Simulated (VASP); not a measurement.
Here is a VASP 6.6.1 calculation.

INCAR

```
SYSTEM = Cs3LiCd
PREC     = Accurate       ! precision mode
ENCUT    = 600            ! plane-wave cutoff, eV
EDIFF    = 1E-6           ! SCF threshold, eV
ISMEAR   = 0              ! smearing method
SIGMA    = 0.1            ! smearing width, eV
LREAL    = .False.        ! projectors in reciprocal space
LASPH    = .True.         ! aspherical terms in the spheres
NELM     = 80             ! most SCF steps
ALGO     = Fast           ! electronic algorithm
ISIF     = 3              ! what is computed and relaxed
LWAVE    = .False.        ! write WAVECAR
LCHARG   = .False.        ! write CHGCAR
GGA      = PE             ! functional
IBRION   = 2              ! ionic algorithm
NSW      = 100            ! ionic steps
EDIFFG   = -0.01          ! ionic threshold
```

File KPOINTS:

```
Automatic mesh
0
Gamma
  6 6 6
  0 0 0
```

The input POSCAR:

```
Cs3LiCd
1.0
    7.5834898496      0.0000000000      0.0000000000
    0.0000000000      7.5834898496      0.0000000000
    0.0000000000      0.0000000000      7.5834898496
Cs Li Cd
3 1 1
Direct
    0.0000000000      0.5000000000      0.5000000000
    0.5000000000      0.0000000000      0.5000000000
    0.5000000000      0.5000000000      0.0000000000
    0.5000000000      0.5000000000      0.5000000000
    0.0000000000      0.0000000000      0.0000000000
```

Potentials or basis: VASP PAW PBE potentials, release 64 (Cs_sv, Li_sv, Cd).

Command:

```console
$ cat potpaw_PBE.64/Cs_sv/POTCAR potpaw_PBE.64/Li_sv/POTCAR potpaw_PBE.64/Cd/POTCAR > POTCAR
$ mpirun -np 1 vasp_std > vasp.out
```

**Question.** Estimate the band gap on the k mesh.

**Answer.** Zero (bands 21 and 22 overlap by 1.22 eV).

Final structure:
```xyz
5
Lattice="7.5835 0.0000 0.0000 0.0000 7.5835 0.0000 0.0000 0.0000 7.5835" Properties=species:S:1:pos:R:3 pbc="T T T"
Cs    0.0000    3.7917    3.7917
Cs    3.7917    0.0000    3.7917
Cs    3.7917    3.7917    0.0000
Li    3.7917    3.7917    3.7917
Cd    0.0000    0.0000    0.0000
```

Caveat: the relaxation stopped at its first step, so nothing moved; spin-orbit coupling is left out, which moves the levels of the heavy elements.
